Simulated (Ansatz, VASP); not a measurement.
One calculation of MoS2, two programs

Contents of INCAR:

```
SYSTEM = MoS2
PREC = Accurate ; ENCUT = 520
EDIFF = 1E-7 ; ISMEAR = 0
SIGMA = 0.05 ; LREAL = .False.
LASPH = .True. ; NELM = 60
ALGO = Normal ; ISIF = 2
LWAVE = .False. ; LCHARG = .False.
GGA = PE ; IVDW = 12
NBANDS = 20
```

KPOINTS

```
Automatic mesh
0
Gamma
  12 12 12
  0 0 0
```

Contents of POSCAR:

```
MoS2
1.0
    1.5764743789      0.9101779070      5.9965349857
   -1.5764743789      0.9101779070      5.9965349857
    0.0000000000     -1.8203558141      5.9965349857
Mo S
1 2
Direct
   -0.0091417970     -0.0091417970      0.0183354084
    0.7672927049      0.7672927049      0.7260919685
    0.5934015214      0.5934015214      0.5523677644
```

Input for Ansatz:

```yaml
crystal:
  lattice:
    - [1.5764743789, 0.910177907, 5.9965349857]
    - [-1.5764743789, 0.910177907, 5.9965349857]
    - [0.0, -1.8203558141, 5.9965349857]
  atoms:
    - { symbol: Mo, position: [-0.009141797, -0.009141797, 0.0183354084] }
    - { symbol: S, position: [0.7672927049, 0.7672927049, 0.7260919685] }
    - { symbol: S, position: [0.5934015214, 0.5934015214, 0.5523677644] }
basis:
  ecutwfc: 420
kpoints:
  mp_grid: { grid: [12, 12, 12] }
hamiltonian:
  xc: pbe
  dispersion: d3bj
scf:
  occupations: { method: gaussian, width: 0.05 }
output:
  forces: true
  stress: true
  eigenvalues: true
```

Change from the starting cell: mode 6 (380.0 1/cm) frozen in, largest displacement +0.075 Å.

Alike in both runs: task single point; functional PBE; dispersion D3(BJ); k mesh 12 × 12 × 12; occupations gaussian, width 0.05 eV; no spin polarisation.

|  | VASP | Ansatz |
| --- | --- | --- |
| version | VASP 6.6.1 | Ansatz 0.2.0 |
| potentials or method | VASP PAW PBE potentials, release 64 (Mo_sv, S), cutoff 520 eV | scalar-relativistic, plane waves, PAW |
| valence electrons in the cell | 26 | 26 |

Ansatz gave:

- gap on the k mesh at the Fermi level (eV): 0.69
- least direct gap on the mesh (eV): 1.45
- pressure (GPa): 1.1
- traceless stress, the component that is largest in VASP (GPa): -2.92
- rms of the force components (eV/Å): 1.062

Q: What did VASP give for the same quantities?

A: gap on the k mesh at the Fermi level (eV): 0.71; least direct gap on the mesh (eV): 1.46; pressure (GPa): 1.0; traceless stress, the component that is largest in VASP (GPa): -2.88; rms of the force components (eV/Å): 1.058.

Atom by atom the forces differ by 0.008 eV/Å (rms over components).
